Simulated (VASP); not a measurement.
Here is a VASP 6.6.1 calculation.

File INCAR:

```
SYSTEM = ZnSn2N2
PREC     = Accurate       ! precision mode
ENCUT    = 520            ! plane-wave cutoff, eV
EDIFF    = 1E-6           ! SCF threshold, eV
ISMEAR   = 0              ! smearing method
SIGMA    = 0.15           ! smearing width, eV
LREAL    = .FALSE.        ! projectors in reciprocal space
LASPH    = .TRUE.         ! aspherical terms in the spheres
NELM     = 80             ! most SCF steps
ALGO     = Normal         ! electronic algorithm
ISIF     = 2              ! what is computed and relaxed
LWAVE    = .FALSE.        ! write WAVECAR
LCHARG   = .FALSE.        ! write CHGCAR
GGA      = PE             ! functional
NBANDS   = 61             ! bands
```

Contents of KPOINTS:

```
regular mesh
0
G
  3 3 2
  0 0 0
```

File POSCAR:

```
ZnSn2N2
1.0
    5.7672410560      0.0000000000      0.0000000000
    0.0000000000      5.7672410560      0.0000000000
    0.0000000000      0.0000000000     11.2887430254
Zn Sn N
2 4 4
Direct
    0.0000000000      0.5000000000      0.5000000000
    0.5000000000      0.0000000000      0.0000000000
    0.0000000000      0.0000000000      0.3726960735
    0.0000000000      0.0000000000      0.8726960735
    0.0000000000      0.0000000000      0.6273039265
    0.0000000000      0.0000000000      0.1273039265
    0.1906639785      0.1906639785      0.7500000000
    0.8093360215      0.8093360215      0.7500000000
    0.8093360215      0.1906639785      0.2500000000
    0.1906639785      0.8093360215      0.2500000000
```

Potentials or basis: VASP PAW PBE potentials, release 64 (Zn, Sn_d, N).

Run with:

```bash
$ cat potpaw_PBE.64/Zn/POTCAR potpaw_PBE.64/Sn_d/POTCAR potpaw_PBE.64/N/POTCAR > POTCAR
$ mpirun -np 1 vasp_std > vasp.out
```

(1) Predict the pressure.

(2) Predict the largest force.

Results:

(1) 0.2 GPa.

(2) 0.023 eV/Å.

Caveat: the k points lie up to 0.36 Å⁻¹ apart.
